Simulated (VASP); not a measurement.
Input of a VASP 6.6.1 run:

File INCAR:

```
PREC     = Accurate       # precision mode
ENCUT    = 520            # plane-wave cutoff, eV
EDIFF    = 1E-6           # SCF threshold, eV
ISMEAR   = 0              # smearing method
SIGMA    = 0.1            # smearing width, eV
LREAL    = F              # projectors in reciprocal space
LASPH    = T              # aspherical terms in the spheres
NELM     = 60             # most SCF steps
ALGO     = Normal         # electronic algorithm
ISIF     = 2              # what is computed and relaxed
LWAVE    = F              # write WAVECAR
LCHARG   = F              # write CHGCAR
GGA      = PE             # functional
NBANDS   = 12             # bands
```

KPOINTS

```
regular mesh
0
Gamma
  20 20 20
```

Contents of POSCAR:

```
AlC2
1.0
   -1.6512465385      1.6512465385      2.6347940269
    1.6512465385     -1.6512465385      2.6347940269
    1.6512465385      1.6512465385     -2.6347940269
Al C
1 2
Direct
    0.0000000000      0.0000000000      0.0000000000
    0.6264075837      0.6264075837      0.0000000000
    0.3735924163      0.3735924163      0.0000000000
```

Potentials or basis: VASP PAW PBE potentials, release 64 (Al, C).

The run is started by

```sh
$ cat potpaw_PBE.64/Al/POTCAR potpaw_PBE.64/C/POTCAR > POTCAR
$ mpirun -np 1 vasp_std > vasp.out
```

(1) Predict the largest force.

(2) What does it give for the pressure?

## Answers

(1) 0.087 eV/Å.

(2) 0.2 GPa.

Caveat: an odd number of electrons without spin polarisation forces a metal; a magnetic or distorted state may lie lower.
